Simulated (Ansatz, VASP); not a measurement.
# Two plane-wave programs on HfN

The input INCAR:

```
PREC = Accurate
ENCUT = 520
EDIFF = 1E-7
ISMEAR = 0
SIGMA = 0.15
LREAL = F
LASPH = T
NELM = 60
ALGO = Normal
ISIF = 2
LWAVE = F
LCHARG = T
GGA = PS
LELF = T
LVHAR = T
NBANDS = 14
```

Contents of KPOINTS:

```
Automatic mesh
0
Gamma
  16 16 16
```

Contents of POSCAR:

```
HfN
1.0
    0.0000000000      2.4548220000      2.4548220000
    2.4548220000      0.0000000000      2.4548220000
    2.4548220000      2.4548220000      0.0000000000
Hf N
1 1
Direct
    0.0000000000      0.0000000000      0.0000000000
    0.7194478866      0.7194478866      0.7805521134
```

Input for Ansatz:

```yaml
crystal:
  lattice:
    - [0.0, 2.454822, 2.454822]
    - [2.454822, 0.0, 2.454822]
    - [2.454822, 2.454822, 0.0]
  atoms:
    - { symbol: Hf, position: [0.0, 0.0, 0.0] }
    - { symbol: "N", position: [0.7194478866, 0.7194478866, 0.7805521134] }
basis:
  ecutwfc: 420
kpoints:
  mp_grid: { grid: [16, 16, 16] }
hamiltonian:
  xc: pbesol
scf:
  occupations: { method: gaussian, width: 0.15 }
output:
  forces: true
  stress: true
  eigenvalues: true
```

Alike in both runs: task single point; functional PBEsol; k mesh 16 × 16 × 16; occupations gaussian, width 0.15 eV; no spin polarisation.

|  | VASP | Ansatz |
| --- | --- | --- |
| version | VASP 6.6.1 | Ansatz 0.2.0 |
| potentials or method | VASP PAW PBE potentials, release 64 (Hf_pv, N), cutoff 520 eV | scalar-relativistic, plane waves, PAW |
| valence electrons in the cell | 15 | 31 |

VASP gave:

* gap on the k mesh at the Fermi level (eV): none
* pressure (GPa): -3.6
* traceless stress, the component that is largest in VASP (GPa): -8.19
* rms of the force components (eV/Å): 1.003

Problem. What did Ansatz give for the same quantities?

Solution. gap on the k mesh at the Fermi level (eV): none; pressure (GPa): -2.8; traceless stress, the component that is largest in VASP (GPa): -8.18; rms of the force components (eV/Å): 0.998.

VASP's potentials were made for PBE, not for PBEsol. Atom by atom the forces differ by 0.005 eV/Å (rms over components). A gap of «none» marks a metal or a gap that the smearing closes. The functional is the same, so the differences come from potentials, cutoffs and numerics. VASP's potentials hold 15 valence electrons a cell and Ansatz's 31, so a difference there can come from the potentials and not from the codes.

Spin-orbit coupling is off throughout.
